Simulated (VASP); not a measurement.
A run of VASP 6.6.1:

The input INCAR:

```
ALGO = Normal ; EDIFF = 1E-7
ENCUT = 520 ; GGA = PS
ISIF = 2 ; ISMEAR = 0
LASPH = T ; LCHARG = T
LELF = T ; LREAL = F
LVHAR = T ; LWAVE = F
NBANDS = 11 ; NELM = 100
PREC = Accurate ; SIGMA = 0.1
```

File KPOINTS:

```
k-points
0
Gamma
  13 13 13
```

File POSCAR:

```
Pt
1.0
   -1.5518799051      1.5518799051      1.5518799051
    1.5518799051     -1.5518799051      1.5518799051
    1.5518799051      1.5518799051     -1.5518799051
Pt
1
Direct
    0.0000000000      0.0000000000      0.0000000000
```

Potentials or basis: VASP PAW PBE potentials, release 64 (Pt).

The run is started by

```console
$ cat potpaw_PBE.64/Pt/POTCAR > POTCAR
$ mpirun -np 1 vasp_std > vasp.out
```

Hardware: 1 thread of Intel(R) Xeon(R) Platinum 8375C CPU @ 2.90GHz (Ice Lake) (shared host).

Question: How long does it take, and how much memory?

Answer: Run time: 8 s on 1 thread of Intel(R) Xeon(R) Platinum 8375C CPU @ 2.90GHz (Ice Lake), on a shared host, peak memory 0.13 GiB. Counts: scf iterations 12, k points 84.
